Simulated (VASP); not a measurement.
Cd: single point with PBE

The system is Cd.

```
CELL_PARAMETERS angstrom
2.99682 0.00000 0.00000
0.00000 2.99682 0.00000
0.00000 0.00000 2.99682
ATOMIC_POSITIONS crystal
Cd 0.00000 0.00000 0.00000
```

The cell was generated, and may not be a known phase.

```json
{"Program": "VASP 6.6.1", "Task": "single point", "Functional": "PBE", "Potentials or basis": "VASP PAW PBE potentials, release 64 (Cd)", "Cutoff": "520 eV", "k mesh": "18 × 18 × 18", "Occupations": "gaussian, width 0.1 eV", "Spin": "no spin polarisation", "Dipole correction": "no", "Further INCAR settings": "ALGO = Normal; EDIFF = 1e-06; NBANDS = 12"}
```

```json
{
 "Pressure": "0.2 GPa",
 "Band gap on the k mesh": "zero (bands 6 and 7 overlap by 6.48 eV)"
}
```

Levels at points of the mesh, in eV from the Fermi level:
| k point | band 4 | band 5 | band 6 | band 7 | band 8 | band 9 |
| --- | --- | --- | --- | --- | --- | --- |
| (0.00, 0.00, 0.00) | -8.17 | -8.17 | -7.43 | 9.70 | 9.70 | 9.70 |
| (0.50, 0.00, 0.00) | -8.56 | -8.14 | -2.73 | -2.04 | 13.42 | 13.42 |
| (0.50, 0.50, 0.00) | -8.50 | -7.82 | 1.19 | 1.19 | 1.66 | 5.62 |
| (0.50, 0.50, 0.50) | -7.80 | -7.80 | 4.44 | 4.44 | 4.44 | 6.96 |

Run time: 42 s on 1 thread of Intel Xeon 8259CL, with other jobs on the host, peak memory 0.19 GiB.
